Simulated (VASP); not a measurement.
SrO (rock salt type): single point with r2SCAN

The system is SrO (rock salt type).

```
Sr O
1.0
     0.00000    2.60626    2.60626
     2.60626    0.00000    2.60626
     2.60626    2.60626    0.00000
Sr O
1 1
Cartesian
  0.0000 0.0000 0.0000
  2.6063 2.6063 2.6063
```

```
Program                : VASP 6.6.1
Task                   : single point
Functional             : r2SCAN
Potentials or basis    : VASP PAW PBE potentials, release 64 (Sr_sv, O)
Cutoff                 : 520 eV
k mesh                 : 11 × 11 × 11
Occupations            : fermi-dirac, width 0.1 eV
Spin                   : no spin polarisation
Dipole correction      : no
Further INCAR settings : ALGO = Normal; EDIFF = 1e-06; NBANDS = 15
```

| Property | Result |
| --- | --- |
| Pressure | -2.2 GPa |
| Band gap on the k mesh | 3.80 eV (least direct gap 3.91 eV) |

Levels at points of the mesh, in eV from the valence-band top:
```tsv
k point	band 5	band 6	band 7	band 8	band 9	band 10	band 11	band 12
(0.00, 0.00, 0.00)	-14.69	0.00	0.00	0.00	4.36	6.68	6.68	6.68
```

Run time: 3.4 min on 1 thread of Intel Xeon 8259CL, with other jobs on the host, peak memory 0.18 GiB.

Caveat: the PAW data sets were made with another functional, which shifts forces and pressure a little; an odd mesh through Γ misses points on the zone boundary, where band edges can lie.
